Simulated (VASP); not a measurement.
Input of a VASP 6.6.1 run:

File INCAR:

```
SYSTEM = Te2Mo
ALGO = Normal ; EDIFF = 1E-6
ENCUT = 520 ; GGA = PE
ISIF = 2 ; ISMEAR = -1
LASPH = .TRUE. ; LCHARG = .FALSE.
LREAL = .FALSE. ; LWAVE = .FALSE.
NBANDS = 35 ; NELM = 60
PREC = Accurate ; SIGMA = 0.02
```

Contents of KPOINTS:

```
k-points
0
G
  12 12 2
  0 0 0
```

POSCAR

```
Te2Mo
1.0
    3.6799163817      0.0000000000      0.0000000000
   -1.8399581908      3.1869010703      0.0000000000
    0.0000000000      0.0000000000     14.7281144078
Te Mo
4 2
Direct
    0.3333333333      0.6666666667      0.6309655808
    0.6666666667      0.3333333333      0.1309655808
    0.3333333333      0.6666666667      0.8690344192
    0.6666666667      0.3333333333      0.3690344192
    0.3333333333      0.6666666667      0.2500000000
    0.6666666667      0.3333333333      0.7500000000
```

Potentials or basis: VASP PAW PBE potentials, release 64 (Te, Mo_sv).

Launch:

```console
$ cat potpaw_PBE.64/Te/POTCAR potpaw_PBE.64/Mo_sv/POTCAR > POTCAR
$ mpirun -np 1 vasp_std > vasp.out
```

Task: What does it give for the pressure?

Result: -2.1 GPa.

Task: Estimate the largest force.

Result: 0.168 eV/Å.

Task: Estimate the band gap on the k mesh.

Result: 0.49 eV, indirect (least direct gap 0.78 eV).

Forces on the atoms (eV/Å):
```
Te   0.000  0.000 -0.168
Te   0.000  0.000 -0.168
Te   0.000  0.000  0.168
Te   0.000  0.000  0.168
Mo   0.000  0.000  0.000
Mo   0.000  0.000  0.000
```

Caveat: the cell differs from its parent crystal (strain +3.9%); spin-orbit coupling is left out, which moves the levels of the heavy elements; this functional lacks dispersion, which binds the layers, so the pressure and a relaxed spacing across them are unreliable. A k mesh can miss the band edges.
